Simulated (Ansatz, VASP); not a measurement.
This is a calculation of SnSe for Ansatz 0.2.0.

Contents of input.yaml:

```yaml
crystal:
  lattice:
    - [0.0, 3.01, 3.01]
    - [3.01, 0.0, 3.01]
    - [3.01, 3.01, 0.0]
  atoms:
    - { symbol: Sn, position: [0.0, 0.0, 0.0] }
    - { symbol: Se, position: [0.5, 0.5, 0.5] }
kpoints:
  mp_grid: { grid: [8, 8, 8] }
scf:
  occupations: { method: gaussian, width: 0.019 }
hamiltonian:
  xc: pbe
  pseudopotentials: { kind: all_electron, lapw: { basis_error: 0.001 } }
output:
  forces: true
  stress: true
  eigenvalues: true
```

Potentials or basis: all-electron LAPW, scalar-relativistic.

Launch:

```bash
$ ansatz run input.yaml --threads 1 --pin off --max-ram 3072MiB --backend cpu --events-out ev --progress --plain --runs-dir out
```

Problem. Set up the same calculation for VASP 6.6.1. Potentials there: VASP PAW PBE potentials, release 64 (Sn_d, Se).

Solution. As run (the cutoff follows the program's own potentials):

Contents of INCAR:

```
SYSTEM = SnSe
PREC = Accurate ; ENCUT = 520
EDIFF = 1E-6 ; ISMEAR = 0
SIGMA = 0.019000000000000003 ; LREAL = .FALSE.
LASPH = .TRUE. ; NELM = 100
ALGO = Normal ; ISIF = 2
LWAVE = .FALSE. ; LCHARG = .FALSE.
GGA = PE ; NBANDS = 17
```

Contents of KPOINTS:

```
regular mesh
0
G
  8 8 8
  0 0 0
```

File POSCAR:

```
SnSe
1.0
    0.0000000000      3.0100000000      3.0100000000
    3.0100000000      0.0000000000      3.0100000000
    3.0100000000      3.0100000000      0.0000000000
Sn Se
1 1
Direct
    0.0000000000      0.0000000000      0.0000000000
    0.5000000000      0.5000000000      0.5000000000
```

Potentials or basis: VASP PAW PBE potentials, release 64 (Sn_d, Se).

Run with:

```console
$ cat potpaw_PBE.64/Sn_d/POTCAR potpaw_PBE.64/Se/POTCAR > POTCAR
$ mpirun -np 1 vasp_std > vasp.out
```

Both were run:

|  | VASP | Ansatz | Ansatz less VASP |
| --- | --- | --- | --- |
| gap on the k mesh at the Fermi level (eV) | 0.58 | 0.58 | 0.000 |
| least direct gap on the mesh (eV) | 0.58 | 0.58 | 0.000 |
| pressure (GPa) | 0.9 | 0.9 | +0.01 |

Ansatz ran all-electron here, and VASP with PAW potentials.
